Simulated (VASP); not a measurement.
# Na (P6_3/mmc) in VASP: a series of runs

Runs on Na. Level: PBEsol. Tasks: single point.

All numbers are computed with VASP 6.6.1; they aren't measurements. Logs are shortened: lines on timing, memory, paths and dates and some standing lists are left out, and cuts for length are marked.

### Step 1. The cell of the first run

Symmetry: P6_3/mmc, No. 194, hexagonal system. The conventional cell has a = 3.724 Å, b = 3.724 Å, c = 6.051 Å, α = 90.00°, β = 90.00°, γ = 120.00°. Within 4.9 Å of Na (site symmetry -6m2) lie 12 Na at 3.71 to 3.72 Å.

### Step 2. Single point, PBEsol

Input file INCAR:

```
PREC = Accurate
ENCUT = 520
EDIFF = 1E-6
ISMEAR = -1
SIGMA = 0.1
LREAL = F
LASPH = T
NELM = 80
ALGO = Normal
ISIF = 2
LWAVE = F
LCHARG = F
GGA = PS
NBANDS = 14
```

Input file KPOINTS:

```
regular mesh
0
Gamma
  12 12 8
```

Input file POSCAR:

```
Na
1.0
    3.7244902881      0.0000000000      0.0000000000
   -1.8622451441      3.2255032057      0.0000000000
    0.0000000000      0.0000000000      6.0514694693
Na
2
Direct
    0.3333333333      0.6666666667      0.2500000000
    0.6666666667      0.3333333333      0.7500000000
```

Potentials or basis: VASP PAW PBE potentials, release 64 (Na_pv).

On the command line:

```bash
> cat potpaw_PBE.64/Na_pv/POTCAR > POTCAR
> mpirun -np 1 vasp_std > vasp.out
```

OUTCAR:

```text
PREC = Accurate
   ENCUT = 520
   EDIFF = 1E-6
   ISMEAR = -1
   LREAL = F
   LASPH = T
   NELM = 80
   ISIF = 2
   GGA = PS

 ion  position               nearest neighbor table
   1  0.333  0.667  0.250-
   2  0.667  0.333  0.750-

  LATTYP: Found a hexagonal cell.
 ALAT       =     3.7244902881
 C/A-ratio  =     1.6247778894

  Lattice vectors:

 A1 = (   3.7244902881,   0.0000000000,   0.0000000000)
 A2 = (  -1.8622451441,   3.2255032057,   0.0000000000)
 A3 = (   0.0000000000,   0.0000000000,   6.0514694693)

Analysis of symmetry for initial positions (statically):
=====================================================================
 Subroutine PRICEL returns:
 Original cell was already a primitive cell.

 Routine SETGRP: Setting up the symmetry group for a
 hexagonal supercell.

 Subroutine GETGRP returns: Found 24 space group operations
 (whereof 12 operations were pure point group operations)
 out of a pool of 24 trial point group operations.

The static configuration has the point symmetry D_3d.
 The point group associated with its full space group is D_6h.

Analysis of symmetry for dynamics (positions and initial velocities):
=====================================================================
 Subroutine PRICEL returns:
 Original cell was already a primitive cell.

 Routine SETGRP: Setting up the symmetry group for a
 hexagonal supercell.

 Subroutine GETGRP returns: Found 24 space group operations
 (whereof 12 operations were pure point group operations)
 out of a pool of 24 trial point group operations.

The dynamic configuration has the point symmetry D_3d.
 The point group associated with its full space group is D_6h.

 Subroutine INISYM returns: Found 24 space group operations
 (whereof 12 operations are pure point group operations),
 and found     1 'primitive' translations

----------------------------------------------------------------------------------------

                                     Primitive cell

  volume of cell :      72.6985

  direct lattice vectors                    reciprocal lattice vectors
     3.724490288  0.000000000  0.000000000     0.268493115  0.155014572  0.000000000
    -1.862245144  3.225503206  0.000000000     0.000000000  0.310029145  0.000000000
[... 91 lines left out ...]
   ISIF   =      2    stress and relaxation
   ISYM   =      2    0-nonsym 1-usesym 2-fastsym
   POTIM  = 0.5000    time-step for ionic-motion
   TEBEG  =    0.0;   TEEND  =   0.0 temperature during run
   PSTRESS=    0.0 pullay stress
   NELECT =      14.0000    total number of electrons
   NUPDOWN=      -1.0000    fix difference up-down
   EMIN   =  10.00;   EMAX   =-10.00  energy-range for DOS
   EFERMI =   0.00;   METHOD = LEGACY
   ISMEAR =    -1;   SIGMA  =   0.10  broadening in eV -4-tet -1-fermi 0-gaus
   EFERMI_NEDOS =   21; number of points for ismear=-14 and -15
   IALGO  =     38    algorithm
   IMIX   =      4    mixing-type and parameters
     AMIX     =   0.40;   BMIX     =  1.00
     AMIX_MAG =   1.60;   BMIX_MAG =  1.00
  volume/ion in A,a.u.               =      36.35       245.30
  Fermi-wavevector in a.u.,A,eV,Ry     =   0.945386  1.786520 12.160268  0.893754
  Thomas-Fermi vector in A             =   2.073282
   LORBIT       =      0    0 simple, 1 ext, 2 COOP (PROOUT), +10 PAW based schemes
   GGA     = PS    functional components
   LHFCALC =     F    Hartree Fock is set to
   AEXX    =    0.0000 exact exchange contribution
   IVDW    =     0    specifies the selected vdW correction
   LEPSILON=     F    determine dielectric tensor
   LRPA    =     F    only Hartree local field effects (RPA)
 non-spin polarized calculation
  energy-cutoff  :      520.00
  volume of cell :       72.70
 maximum number of plane-waves:      1976
 NGX is ok and might be reduce to    28
   NGX = 13   NGY = 13   NGZ = 23

 number of electron      13.9999991 magnetization

 Free energy of the ion-electron system (eV)
  ---------------------------------------------------
  ext. energy  EPLUGINS =         0.00000000
  ---------------------------------------------------
  free energy    TOTEN  =        -2.81709643 eV

  energy without entropy =       -2.78833720  energy(sigma->0) =       -2.80271682

 E-fermi :   0.3560     XC(G=0):  -6.5529

 val. band max:        0.3342647712   @ k =   0.2500   0.2500   0.3750
 cond. band min:       0.4100386523   @ k =   0.4167   0.0833   0.2500
 fundamental gap:      0.0757738811
 Fermi energy:         0.3559703171

 k-point     1 :       0.0000    0.0000    0.0000
  band No.  band energies     occupation
      1     -24.4428      2.00000
      2     -24.4097      2.00000
      3     -24.4097      2.00000
      4     -24.4042      2.00000
      5     -24.4042      2.00000
      6     -24.4042      2.00000
      7      -2.9593      2.00000
      8       0.9310      0.00635
      9       1.3800      0.00007
     10      10.4072      0.00000
     11      10.4072      0.00000
     12      10.7939      0.00000
     13      10.7940      0.00000
     14      10.9467      0.00000
[... 377 lines left out ...]
      1     -24.4342      2.00000
      2     -24.4280      2.00000
      3     -24.4258      2.00000
      4     -24.4159      2.00000
      5     -24.4096      2.00000
      6     -24.4083      2.00000
      7      -1.2583      2.00000
      8       1.7091      0.00000
      9       3.2451      0.00000
     10       4.0507      0.00000
     11       6.2194      0.00000
     12       7.7129      0.00000
     13       7.9495      0.00000
     14       9.5096      0.00000

 [... further k-points ...]

------------------------ aborting loop because EDIFF is reached ----------------------------------------

  FORCE on cell =-STRESS in cart. coord.  units (eV):
  Direction    XX          YY          ZZ          XY          YZ          ZX
  --------------------------------------------------------------------------------------
  -------------------------------------------------------------------------------------
  Total        0.0163366      0.0163366      0.0117860     -0.0000000      0.0000000      0.0000000
  in kB        0.3600360      0.3600360      0.2597470     -0.0000000      0.0000000      0.0000000
  external PRESSURE =       0.3266064 kB  Pullay stress =       0.0000000 kB

 VOLUME and BASIS-vectors are now :
 -----------------------------------------------------------------------------
  energy-cutoff  :      520.00
  volume of cell :       72.70
      direct lattice vectors                 reciprocal lattice vectors
     3.724490288  0.000000000  0.000000000     0.268493115  0.155014572  0.000000000
    -1.862245144  3.225503206  0.000000000     0.000000000  0.310029145  0.000000000
     0.000000000  0.000000000  6.051469469     0.000000000  0.000000000  0.165249119

 POSITION                                       TOTAL-FORCE (eV/Angst)
 -----------------------------------------------------------------------------------
     -0.00000      2.15034      1.51287        -0.000000     -0.000000      0.000000
      1.86225      1.07517      4.53860         0.000000      0.000000      0.000000
 -----------------------------------------------------------------------------------
    total drift:                                0.000000     -0.000000      0.000000

  FREE ENERGIE OF THE ION-ELECTRON SYSTEM (eV)
  ---------------------------------------------------
  free  energy   TOTEN  =        -2.8170964346 eV

  energy  without entropy=       -2.7883372016  energy(sigma->0) =       -2.80271682
```

Run time: 55 s. Hardware: 1 thread of Intel Xeon Platinum 8259CL at 2.50GHz (Skylake/Cascade Lake), shared host; peak memory 0.21 GiB.

What came out:

- Free energy: -2.8171 eV
- Pressure: 0.0 GPa
- Band gap on the k mesh: zero (band 7 reaches 2.44 eV, above the bottom of band 8 at -1.91 eV)

Caveat: the PAW data sets were made with another functional, which shifts forces and pressure a little.

### Step 3. Single point, PBEsol

Input file INCAR:

```
SYSTEM = Na
ALGO = Normal ; EDIFF = 1E-6
ENCUT = 520 ; GGA = PS
ISIF = 2 ; ISMEAR = -1
LASPH = .True. ; LCHARG = .False.
LREAL = .False. ; LWAVE = .False.
NBANDS = 14 ; NELM = 60
PREC = Accurate ; SIGMA = 0.1
```

Input file KPOINTS:

```
k-points
0
Gamma
  12 12 8
  0 0 0
```

Input file POSCAR:

```
Na
1.0
    3.7253950131      0.0000000000      0.0000000000
   -1.8626975066      3.2262867205      0.0000000000
    0.0000000000      0.0000000000      6.0527928007
Na
2
Direct
    0.3333333333      0.6666666667      0.2500000000
    0.6666666667      0.3333333333      0.7500000000
```

Potentials or basis: VASP PAW PBE potentials, release 64 (Na_pv).

On the command line:

```bash
> cat potpaw_PBE.64/Na_pv/POTCAR > POTCAR
> mpirun -np 1 vasp_std > vasp.out
```

OUTCAR:

```text
SYSTEM = Na
   EDIFF = 1E-6
   ENCUT = 520
   GGA = PS
   ISIF = 2
   ISMEAR = -1
   LASPH = .True.
   LREAL = .False.
   NELM = 60
   PREC = Accurate

 ion  position               nearest neighbor table
   1  0.333  0.667  0.250-
   2  0.667  0.333  0.750-

  LATTYP: Found a hexagonal cell.
 ALAT       =     3.7253950131
 C/A-ratio  =     1.6247385256

  Lattice vectors:

 A1 = (   3.7253950131,   0.0000000000,   0.0000000000)
 A2 = (  -1.8626975066,   3.2262867205,   0.0000000000)
 A3 = (   0.0000000000,   0.0000000000,   6.0527928007)

Analysis of symmetry for initial positions (statically):
=====================================================================
 Subroutine PRICEL returns:
 Original cell was already a primitive cell.

 Routine SETGRP: Setting up the symmetry group for a
 hexagonal supercell.

 Subroutine GETGRP returns: Found 24 space group operations
 (whereof 12 operations were pure point group operations)
 out of a pool of 24 trial point group operations.

The static configuration has the point symmetry D_3d.
 The point group associated with its full space group is D_6h.
[... 174 lines left out ...]
      4     -24.4068      2.00000
      5     -24.4068      2.00000
      6     -24.4068      2.00000
      7      -2.9598      2.00000
      8       0.9290      0.00634
      9       1.3774      0.00007
     10      10.4010      0.00000
     11      10.4010      0.00000
     12      10.7868      0.00000
     13      10.7869      0.00000
     14      10.9407      0.00000
[... 377 lines left out ...]
      1     -24.4367      2.00000
      2     -24.4305      2.00000
      3     -24.4283      2.00000
      4     -24.4184      2.00000
      5     -24.4122      2.00000
      6     -24.4109      2.00000
      7      -1.2597      2.00000
      8       1.7066      0.00000
      9       3.2420      0.00000
     10       4.0468      0.00000
     11       6.2151      0.00000
     12       7.7080      0.00000
     13       7.9437      0.00000
     14       9.5022      0.00000

 [... further k-points ...]

------------------------ aborting loop because EDIFF is reached ----------------------------------------

  FORCE on cell =-STRESS in cart. coord.  units (eV):
  Direction    XX          YY          ZZ          XY          YZ          ZX
  --------------------------------------------------------------------------------------
  -------------------------------------------------------------------------------------
  Total        0.0140245      0.0140245      0.0096063     -0.0000000      0.0000000      0.0000000
  in kB        0.3088629      0.3088629      0.2115616     -0.0000000      0.0000000      0.0000000
  external PRESSURE =       0.2764291 kB  Pullay stress =       0.0000000 kB

 VOLUME and BASIS-vectors are now :
 -----------------------------------------------------------------------------
  energy-cutoff  :      520.00
  volume of cell :       72.75
      direct lattice vectors                 reciprocal lattice vectors
     3.725395013  0.000000000  0.000000000     0.268427911  0.154976927  0.000000000
    -1.862697507  3.226286721  0.000000000     0.000000000  0.309953853  0.000000000
     0.000000000  0.000000000  6.052792801     0.000000000  0.000000000  0.165212991

 POSITION                                       TOTAL-FORCE (eV/Angst)
 -----------------------------------------------------------------------------------
     -0.00000      2.15086      1.51320         0.000000     -0.000000     -0.000000
      1.86270      1.07543      4.53959        -0.000000      0.000000      0.000000
 -----------------------------------------------------------------------------------
    total drift:                               -0.000000      0.000000      0.000000

  FREE ENERGIE OF THE ION-ELECTRON SYSTEM (eV)
  ---------------------------------------------------
  free  energy   TOTEN  =        -2.8171027959 eV

  energy  without entropy=       -2.7883310139  energy(sigma->0) =       -2.80271690
```

It took 48 s on 1 thread of Intel Xeon Platinum 8259CL at 2.50GHz (Skylake/Cascade Lake), shared host; peak memory 0.21 GiB.

Results:

* Free energy: -2.8171 eV
* Pressure: 0.0 GPa
* Band gap on the k mesh: zero (band 7 reaches 2.44 eV, above the bottom of band 8 at -1.91 eV)

Caveat: the PAW data sets were made with another functional, which shifts forces and pressure a little.
